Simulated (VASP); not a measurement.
Write the native input for VASP 6.6.1 that does the following.

```yaml
Task: single point
Functional: PBEsol
Dispersion: D3(BJ)
Potentials_or_basis: VASP PAW PBE potentials, release 64 (Rb_sv)
Cutoff: 520 eV
k_mesh: 2 × 2 × 2
Occupations: gaussian, width 0.1 eV
Spin: collinear spin, zero start
Starting_moments: "[0.0] μB"
Dipole_correction: no
Further_INCAR_settings: ALGO = Normal; EDIFF = 1e-06; NBANDS = 14
```

The structure of Rb lies in POSCAR:

```
Rb
1.0
    0.0000000000      3.6398846700      3.6398846700
    3.6398846700      0.0000000000      3.6398846700
    3.6398846700      3.6398846700      0.0000000000
Rb
1
Direct
    0.3950000000      0.5030000000      0.1420000000
```

One way to write it, as run:

INCAR

```
SYSTEM = Rb
PREC = Accurate
ENCUT = 520
EDIFF = 1E-6
ISMEAR = 0
SIGMA = 0.1
LREAL = .False.
LASPH = .True.
NELM = 150
ALGO = Normal
ISIF = 2
LWAVE = .False.
LCHARG = .False.
ISPIN = 2
MAGMOM = 0
LORBIT = 11
GGA = PS
IVDW = 12
NBANDS = 14
```

KPOINTS

```
regular mesh
0
Gamma
  2 2 2
  0 0 0
```

Potentials or basis: VASP PAW PBE potentials, release 64 (Rb_sv).

Launch:

```bash
$ cat potpaw_PBE.64/Rb_sv/POTCAR > POTCAR
$ mpirun -np 1 vasp_std > vasp.out
```

It gave:

```json
{"Pressure": "-0.5 GPa", "Net moment": "0.00 μB per cell", "Valence electrons inside the program's atomic spheres": "Rb 7.29", "Dispersion energy per atom": "-0.114 eV"}
```

Caveat: the k points lie up to 0.75 Å⁻¹ apart; three body term missing; the PAW data sets were made with another functional, which shifts forces and pressure a little; pairwise dispersion overbinds metals, which lowers pressure and volume.

Run time: 28 s on 1 thread of Intel Xeon 8259CL (shared host), peak memory 0.27 GiB.
